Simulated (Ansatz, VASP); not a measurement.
One calculation of Hf, two programs

```xyz
2
Lattice="3.2045 0.0000 0.0000 -1.6023 2.7752 0.0000 0.0000 0.0000 5.0738" Properties=species:S:1:pos:R:3 pbc="T T T"
Hf    0.0000    1.8501    1.2685
Hf    1.6023    0.9251    3.8054
```

Alike in both runs: task single point; functional PBE; k mesh 11 × 11 × 6; occupations fermi-dirac, width 0.1 eV; no spin polarisation.

|  | VASP | Ansatz |
| --- | --- | --- |
| version | VASP 6.6.1 | Ansatz 0.2.0 |
| potentials or method | VASP PAW PBE potentials, release 64 (Hf_pv), cutoff 520 eV | plane waves (500 eV) with PAW, scalar-relativistic |
| valence electrons in the cell | 20 | 52 |

|  | VASP | Ansatz | Ansatz less VASP |
| --- | --- | --- | --- |
| pressure (GPa) | -0.4 | 0.0 | +0.43 |
| traceless stress, the component that is largest in VASP (GPa) | -0.06 | 0.01 | +0.067 |

VASP's potentials hold 20 valence electrons a cell and Ansatz's 52, so a difference there can come from the potentials and not from the codes.

Neither program's run includes spin-orbit coupling.
